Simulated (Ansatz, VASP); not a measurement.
LiH in VASP and in Ansatz

```
Li H
1.0
     0.00000    2.00233    2.00233
     2.00233    0.00000    2.00233
     2.00233    2.00233    0.00000
Li H
1 1
Direct
  0.00000 0.00000 0.00000
  0.50000 0.50000 0.50000
```

Alike in both runs: functional r2SCAN; k mesh 10 × 10 × 10; occupations gaussian, width 0.02 eV; no spin polarisation.

Ansatz relaxed the structure, and its values are those at the end. VASP's run is a single point on that final structure, the one shown.

```csv
,VASP,Ansatz
version,VASP 6.6.1,Ansatz 0.2.0
potentials or method,"VASP PAW PBE potentials, release 64 (Li_sv, H), cutoff 520 eV","scalar-relativistic, plane waves, PAW"
valence electrons in the cell,4,4
```

VASP gave:

| Quantity | Value |
| --- | --- |
| gap on the k mesh at the Fermi level (eV) | 3.58 |
| least direct gap on the mesh (eV) | 3.58 |

Q: Which values does Ansatz return?

A: gap on the k mesh at the Fermi level (eV): 3.63; least direct gap on the mesh (eV): 3.63.

VASP's potentials were made for PBE, not for r2SCAN.

Noted on VASP's run: the cutoff is short for stress, so the pressure is rough.
